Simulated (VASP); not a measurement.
A run of VASP 6.6.1 is set up as follows.

File INCAR:

```
  PREC = Accurate
  ENCUT = 520
  EDIFF = 1E-7
  ISMEAR = 0
  SIGMA = 0.1
  LREAL = F
  LASPH = T
  NELM = 60
  ALGO = Fast
  ISIF = 2
  LWAVE = F
  LCHARG = T
  GGA = PS
  LELF = T
  LVHAR = T
  NBANDS = 30
```

File KPOINTS:

```
regular mesh
0
Gamma
  24 24 6
```

File POSCAR:

```
Ag
1.0
    2.8961368390      0.0000000000      0.0000000000
   -1.4480684195      2.5081280754      0.0000000000
    0.0000000000      0.0000000000      9.3088899944
Ag
4
Direct
    0.0000000000      0.0000000000      0.0000000000
    0.0000000000      0.0000000000      0.5000000000
    0.3333333333      0.6666666667      0.2500000000
    0.6666666667      0.3333333333      0.7500000000
```

Potentials or basis: VASP PAW PBE potentials, release 64 (Ag).

Launch:

```bash
$ cat potpaw_PBE.64/Ag/POTCAR > POTCAR
$ mpirun -np 1 vasp_std > vasp.out
```

(1) What does it give for the band gap on the k mesh?

(2) What does it give for the pressure?

Answers

(1) zero (band 22 reaches 11.72 eV, above the bottom of band 23 at 5.30 eV).

(2) -1.8 GPa.

Caveat: the cell differs from its parent crystal (biaxial strain in the a-b plane: +1.0 %); the PAW data sets were made with another functional, which shifts forces and pressure a little.
